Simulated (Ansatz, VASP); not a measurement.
Ba2IrO4 in VASP and in Ansatz

```xyz
7
Lattice="-2.0165 2.0165 6.7184 2.0165 -2.0165 6.7184 2.0165 2.0165 -6.7184" Properties=species:S:1:pos:R:3 pbc="T T T"
Ba    0.0000    0.0000    4.7688
Ba    0.0000    0.0000    8.6680
Ir    0.0000    0.0000    0.0000
O     0.0000    2.0165    0.0000
O     0.0000    0.0000    2.0720
O     0.0000    0.0000   11.3647
O     2.0165    0.0000    0.0000
```

Alike in both runs: task single point; functional LDA; k mesh 9 × 9 × 9; no spin polarisation.

```csv
,VASP,Ansatz
version,VASP 6.6.1,Ansatz 0.2.0
potentials or method,"VASP PAW LDA potentials, release 64 (Ba_sv, Ir_sv_GW, O), cutoff 700 eV","plane waves, PAW"
occupations,"fermi-dirac, width 0.1 eV",fermi-dirac
valence electrons in the cell,61,61
```

Ansatz gave:

* pressure (GPa): -9.1
* traceless stress, the component that is largest in VASP (GPa): -0.39

**Question.** Estimate VASP's values.

**Answer.** Pressure (GPa): -7.4; traceless stress, the component that is largest in VASP (GPa): -0.26.

LDA's correlation is that of Perdew and Zunger in VASP and of Perdew and Wang (1992) in Ansatz.

Spin-orbit coupling is off throughout.
